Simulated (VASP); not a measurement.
Input of a VASP 6.6.1 run:

File INCAR:

```
SYSTEM = HfB2
  ALGO = Normal
  EDIFF = 1E-6
  EDIFFG = -0.01
  ENCUT = 600
  GGA = PS
  IBRION = 2
  ISIF = 4
  ISMEAR = 0
  LASPH = .TRUE.
  LCHARG = .FALSE.
  LREAL = .FALSE.
  LWAVE = .FALSE.
  NELM = 60
  NSW = 50
  PREC = Accurate
  SIGMA = 0.1
```

Contents of KPOINTS:

```
k-points
0
G
  18 18 12
  0 0 0
```

Contents of POSCAR:

```
HfB2
1.0
    3.1863846866      0.0000000000      0.0000000000
   -1.5931923433      2.7594900848      0.0000000000
    0.0000000000      0.0000000000      3.5198467466
Hf B
1 2
Direct
    0.0000000000      0.0000000000      0.0000000000
    0.3333333333      0.6666666667      0.5000000000
    0.6666666667      0.3333333333      0.5000000000
```

Potentials or basis: VASP PAW PBE potentials, release 64 (Hf_pv, B).

Launch:

```sh
$ cat potpaw_PBE.64/Hf_pv/POTCAR potpaw_PBE.64/B/POTCAR > POTCAR
$ mpirun -np 1 vasp_std > vasp.out
```

Q: What does it give for the band gap on the k mesh?

A: Zero (bands 8 and 9 overlap by 1.27 eV).

The path:
| step | energy change (eV) | largest force (eV/Å) | pressure (GPa) | volume (Å³) |
| --- | --- | --- | --- | --- |
| 1 | 0.0000 | 0.0000 | -13.87 | 30.95 |
| 2 | -0.0002 | 0.0000 | -13.82 | 30.95 |

Caveat: the PAW data sets were made with another functional, which shifts forces and pressure a little; spin-orbit coupling is left out, which moves the levels of the heavy elements.
